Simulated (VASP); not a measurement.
Write the native input for VASP 6.6.1 that does the following.

```
Task                   : single point
Functional             : PBE
Potentials or basis    : VASP PAW PBE potentials, release 64 (Ge_d, Mo_sv, W_sv)
Cutoff                 : 520 eV
k mesh                 : 8 × 8 × 6
Occupations            : gaussian, width 0.1 eV
Spin                   : no spin polarisation
Dipole correction      : no
Further INCAR settings : ALGO = Normal; EDIFF = 1e-06; NBANDS = 96
```

The structure of Ge8Mo3W lies in POSCAR:

```
Ge8Mo3W
1.0
    4.7213432000      0.0000000000      0.0000000000
    0.0000000000      4.7213432000      0.0000000000
    0.0000000000      0.0000000000      8.2866493000
Ge Mo W
8 3 1
Direct
    0.0000000000      0.0000000000      0.3382080000
    0.0000000000      0.5000000000      0.8377490000
    0.5000000000      0.0000000000      0.8377490000
    0.5000000000      0.5000000000      0.3386370000
    0.0000000000      0.0000000000      0.6617920000
    0.0000000000      0.5000000000      0.1622510000
    0.5000000000      0.0000000000      0.1622510000
    0.5000000000      0.5000000000      0.6613630000
    0.0000000000      0.0000000000      0.0000000000
    0.0000000000      0.5000000000      0.5000000000
    0.5000000000      0.0000000000      0.5000000000
    0.5000000000      0.5000000000      0.0000000000
```

The input as run:

INCAR

```
PREC = Accurate ; ENCUT = 520
EDIFF = 1E-6 ; ISMEAR = 0
SIGMA = 0.1 ; LREAL = F
LASPH = T ; NELM = 80
ALGO = Normal ; ISIF = 2
LWAVE = F ; LCHARG = F
GGA = PE ; NBANDS = 96
```

KPOINTS

```
regular mesh
0
Gamma
  8 8 6
```

Potentials or basis: VASP PAW PBE potentials, release 64 (Ge_d, Mo_sv, W_sv).

Run with:

```sh
$ cat potpaw_PBE.64/Ge_d/POTCAR potpaw_PBE.64/Mo_sv/POTCAR potpaw_PBE.64/W_sv/POTCAR > POTCAR
$ mpirun -np 1 vasp_std > vasp.out
```

Results of the run:

```json
{
 "Pressure": "0.3 GPa",
 "Largest force": "0.008 eV/Å",
 "Band gap on the k mesh": "zero (bands 84 and 85 overlap by 0.42 eV)"
}
```

Caveat: spin-orbit coupling is left out, which moves the levels of the heavy elements.

Run time: 27 min on 1 thread of Intel(R) Xeon(R) 6975P-C (Granite Rapids), on a shared host, peak memory 0.82 GiB.
